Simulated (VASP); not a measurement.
The system is ZnS3.

```
CELL_PARAMETERS angstrom
4.85357 0.00000 0.00000
0.00000 4.85357 0.00000
0.00000 0.00000 2.76692
ATOMIC_POSITIONS crystal
Zn 0.00000 0.00000 0.00000
S 0.50000 0.50000 0.00000
S 0.00000 0.50000 0.50000
S 0.50000 0.00000 0.50000
```

The cell was generated, and may not be a known phase.

* Program: VASP 6.6.1
* Task: relaxation of cell and atoms
* Functional: PBE
* Potentials or basis: VASP PAW PBE potentials, release 64 (Zn, S)
* Cutoff: 600 eV
* k mesh: 10 × 10 × 16
* Occupations: gaussian, width 0.1 eV
* Spin: no spin polarisation

At the start: pressure -0.1 GPa; volume 16.30 Å³/atom.

How do energy, volume and symmetry change on relaxing?

Over 11 steps the energy falls by 66.1 meV/atom and the volume is 16.08 Å³/atom (-1.3 %); space group P4/mmm (No. 123, to 0.1 Å) before and after.

The path:
```csv
step,energy change (eV),largest force (eV/Å),pressure (GPa),volume (Å³)
1,0.0000,0.0000,-0.09,65.18
2,-0.0208,0.0000,-0.16,65.09
3,-0.1168,0.0000,-0.16,64.73
4,-0.2533,0.0000,0.70,63.71
5,-0.2590,0.0000,1.42,63.21
6,-0.2608,0.0000,1.17,63.36
7,-0.2399,0.0000,-2.41,66.60
8,-0.2642,0.0000,0.15,64.22
9,-0.2642,0.0000,0.07,64.24
10,-0.2643,0.0000,-0.07,64.36
11,-0.2644,0.0000,-0.02,64.33
```

Final structure:
```
Zn S
1.0
     4.52884    0.00000    0.00000
     0.00000    4.52884    0.00000
     0.00000    0.00000    3.13636
Zn S
1 3
Cartesian
  0.0000 0.0000 0.0000
  2.2644 2.2644 0.0000
  0.0000 2.2644 1.5682
  2.2644 0.0000 1.5682
```
